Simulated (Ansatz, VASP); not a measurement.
**Au: VASP beside Ansatz**

The input INCAR:

```
PREC = Accurate
ENCUT = 520
EDIFF = 1E-6
ISMEAR = 0
SIGMA = 0.15
LREAL = False
LASPH = True
NELM = 80
ALGO = Fast
ISIF = 2
LWAVE = False
LCHARG = True
GGA = PS
LELF = True
LVHAR = True
NBANDS = 12
```

KPOINTS

```
Automatic mesh
0
Gamma
  20 20 20
```

The input POSCAR:

```
Au
1.0
   -1.7069870700      1.7069870700      1.6821280350
    1.7069870700     -1.7069870700      1.6821280350
    1.7069870700      1.7069870700     -1.6821280350
Au
1
Direct
    0.0000000000      0.0000000000      0.0000000000
```

Input for Ansatz:

```yaml
crystal:
  lattice:
    - [-1.70698707, 1.70698707, 1.682128035]
    - [1.70698707, -1.70698707, 1.682128035]
    - [1.70698707, 1.70698707, -1.682128035]
  atoms:
    - { symbol: Au, position: [0.0, 0.0, 0.0] }
basis:
  ecutwfc: 420
kpoints:
  mp_grid: { grid: [20, 20, 20] }
hamiltonian:
  xc: pbesol
scf:
  occupations: { method: gaussian, width: 0.15 }
output:
  forces: true
  stress: true
  eigenvalues: true
```

Change from the starting cell: strain +0.030 along x and y, +0.015 along z, atoms carried along.

Alike in both runs: task single point; functional PBEsol; k mesh 20 × 20 × 20; occupations gaussian, width 0.15 eV; no spin polarisation.

|  | VASP | Ansatz |
| --- | --- | --- |
| version | VASP 6.6.1 | Ansatz 0.2.0 |
| potentials or method | VASP PAW PBE potentials, release 64 (Au), cutoff 520 eV | scalar-relativistic, plane waves, PAW |
| valence electrons in the cell | 11 | 19 |

Ansatz gave:

| Item | Value |
| --- | --- |
| gap on the k mesh at the Fermi level (eV) | none |
| pressure (GPa) | -16.0 |
| traceless stress, the component that is largest in VASP (GPa) | -0.07 |

Q: Estimate VASP's values.

A: gap on the k mesh at the Fermi level (eV): none; pressure (GPa): -16.1; traceless stress, the component that is largest in VASP (GPa): -0.07.

VASP's potentials were made for PBE, not for PBEsol. A gap of «none» marks a metal or a gap that the smearing closes. VASP's potentials hold 11 valence electrons a cell and Ansatz's 19, so a difference there can come from the potentials and not from the codes.

Neither program's run includes spin-orbit coupling.
